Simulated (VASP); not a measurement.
Write the native input for VASP 6.6.1 that does the following.

* Task: single point
* Functional: PBE
* Potentials or basis: VASP PAW PBE potentials, release 64 (Re, C)
* Cutoff: 520 eV
* k mesh: 10 × 10 × 10
* Occupations: gaussian, width 0.1 eV
* Spin: no spin polarisation
* Dipole correction: no
* Further INCAR settings: ALGO = Normal; EDIFF = 1e-06; NBANDS = 24

The structure of ReC6 lies in POSCAR:

```
ReC6
1.0
   -2.6899929623      2.6899929623      2.6899929623
    2.6899929623     -2.6899929623      2.6899929623
    2.6899929623      2.6899929623     -2.6899929623
Re C
1 6
Direct
    0.0000000000      0.0000000000      0.0000000000
    0.6207026905      0.6207026905      0.0000000000
    0.3792973095      0.3792973095      0.0000000000
    0.0000000000      0.3792973095      0.3792973095
    0.0000000000      0.6207026905      0.6207026905
    0.6207026905      0.0000000000      0.6207026905
    0.3792973095      0.0000000000      0.3792973095
```

The cell was built from a structure type or drawn by symmetry, and may not be a known phase.

These files were run (other wordings do the same):

INCAR

```
SYSTEM = ReC6
PREC = Accurate
ENCUT = 520
EDIFF = 1E-6
ISMEAR = 0
SIGMA = 0.1
LREAL = .False.
LASPH = .True.
NELM = 100
ALGO = Normal
ISIF = 2
LWAVE = .False.
LCHARG = .False.
GGA = PE
NBANDS = 24
```

KPOINTS

```
Automatic mesh
0
Gamma
  10 10 10
  0 0 0
```

Potentials or basis: VASP PAW PBE potentials, release 64 (Re, C).

Launch:

```console
$ cat potpaw_PBE.64/Re/POTCAR potpaw_PBE.64/C/POTCAR > POTCAR
$ mpirun -np 1 vasp_std > vasp.out
```

Results of the run:

The pressure is 0.8 GPa and the band gap on the k mesh is zero (an odd number of electrons rules out a gap without spin polarisation).

Caveat: spin-orbit coupling is left out, which moves the levels of the heavy elements.

Run time: 85 s on 1 thread of Intel(R) Xeon(R) Platinum 8259CL CPU @ 2.50GHz (Skylake/Cascade Lake), on a shared host, peak memory 0.24 GiB.
